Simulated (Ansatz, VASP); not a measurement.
KF: VASP beside Ansatz

```
CELL_PARAMETERS angstrom
0.00000 2.58172 2.38809
2.53654 0.00000 2.38809
2.53654 2.58172 0.00000
ATOMIC_POSITIONS crystal
K 0.00000 0.00000 0.00000
F 0.50000 0.50000 0.50000
```

Change from the starting cell: normal strain along x -0.0175, normal strain along z -0.0750.

Alike in both runs: task single point; functional LDA; k mesh 8 × 8 × 8; occupations gaussian, width 0.05 eV; no spin polarisation.

|  | VASP | Ansatz |
| --- | --- | --- |
| version | VASP 6.6.1 | Ansatz 0.2.0 |
| potentials or method | VASP PAW LDA potentials, release 64 (K_sv, F), cutoff 520 eV | scalar-relativistic, plane waves, PAW |
| valence electrons in the cell | 16 | 16 |

Ansatz gave:

| Item | Value |
| --- | --- |
| gap on the k mesh at the Fermi level (eV) | 6.65 |
| least direct gap on the mesh (eV) | 6.70 |
| pressure (GPa) | 6.1 |
| traceless stress, the component that is largest in VASP (GPa) | 6.72 |

Q: Which values does VASP return?

A: gap on the k mesh at the Fermi level (eV): 6.62; least direct gap on the mesh (eV): 6.68; pressure (GPa): 6.6; traceless stress, the component that is largest in VASP (GPa): 7.05.

LDA's correlation is that of Perdew and Zunger in VASP and of Perdew and Wang (1992) in Ansatz.
